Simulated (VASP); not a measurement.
A run of VASP 6.6.1 is set up as follows.

Contents of INCAR:

```
PREC = Accurate
ENCUT = 520
EDIFF = 1E-6
ISMEAR = 0
SIGMA = 0.05
LREAL = False
LASPH = True
NELM = 150
ALGO = Normal
ISIF = 2
LWAVE = False
LCHARG = False
ISPIN = 2
MAGMOM = 0 0 0 0 0 0 1
LORBIT = 11
LDIPOL = True
IDIPOL = 3
DIPOL = 0.5 0.5 0.329
GGA = PE
NBANDS = 28
```

File KPOINTS:

```
regular mesh
0
Gamma
  7 5 1
```

Contents of POSCAR:

```
Si6Cl
1.0
    3.8675355695      0.0000000000      0.0000000000
    0.0000000000      5.4695212554      0.0000000000
    0.0000000000      0.0000000000     19.2238421361
Si Cl
6 1
Direct
    0.5000000000      0.0000000000      0.2080749505
    0.0000000000      0.2500000000      0.2080749505
    0.0000000000      0.5024402202      0.3062860998
    0.5000000000      0.7475597798      0.3062860998
    0.5000000000      0.0098635024      0.4017845174
    0.0000000000      0.2401364976      0.4017845174
    0.5000000000      0.6765301691      0.4697862253
```

Potentials or basis: VASP PAW PBE potentials, release 64 (Si, Cl).

Command:

```sh
$ cat potpaw_PBE.64/Si/POTCAR potpaw_PBE.64/Cl/POTCAR > POTCAR
$ mpirun -np 1 vasp_std > vasp.out
```

**Question.** Estimate the largest force.

**Answer.** 1.282 eV/Å.

**Question.** Estimate the band gap on the k mesh.

**Answer.** 0.12 eV (least direct gap 0.20 eV).

**Question.** Estimate the site moments.

**Answer.** Si +0.19, +0.11, +0.02, +0.03, +0.01, -0.02; Cl +0.01 μB.

**Question.** What does it give for the net moment?

**Answer.** 1.00 μB per cell.

Forces in eV/Å, atoms in the order of the input:
```
Si   0.000  0.574 -0.129
Si   0.000 -0.770  0.062
Si   0.000 -0.081  0.211
Si   0.000 -0.083 -0.743
Si   0.000 -1.153  0.561
Si   0.000  0.306  0.035
Cl   0.000  1.206  0.003
```
